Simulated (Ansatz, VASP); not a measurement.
Two plane-wave programs on Cu

```
Cu
1.0
     0.00000    1.78844    1.78844
     1.78844    0.00000    1.78844
     1.78844    1.78844    0.00000
Cu
1
Cartesian
  0.0000 0.0000 0.0000
```

Alike in both runs: task relaxation of cell and atoms; functional r2SCAN; k mesh 20 × 20 × 20; occupations fermi-dirac, width 0.15 eV; no spin polarisation.

|  | VASP | Ansatz |
| --- | --- | --- |
| version | VASP 6.6.1 | Ansatz 0.2.0 |
| potentials or method | VASP PAW PBE potentials, release 64 (Cu), cutoff 600 eV | scalar-relativistic, plane waves, PAW |
| valence electrons in the cell | 11 | 19 |

VASP gave:

```
gap on the k mesh at the Fermi level, each at its own relaxed structure (eV) : none
relaxed volume (Å³/atom)                                                     : 11.49
relaxed cell length with the largest relative difference (Å)                 : 2.533
```

Problem. Which values does Ansatz return?

Solution. gap on the k mesh at the Fermi level, each at its own relaxed structure (eV): none; relaxed volume (Å³/atom): 11.44; relaxed cell length with the largest relative difference (Å): 2.529.

VASP's potentials were made for PBE, not for r2SCAN. A gap of «none» marks a metal or a gap that the smearing closes. VASP's potentials hold 11 valence electrons a cell and Ansatz's 19, so a difference there can come from the potentials and not from the codes.
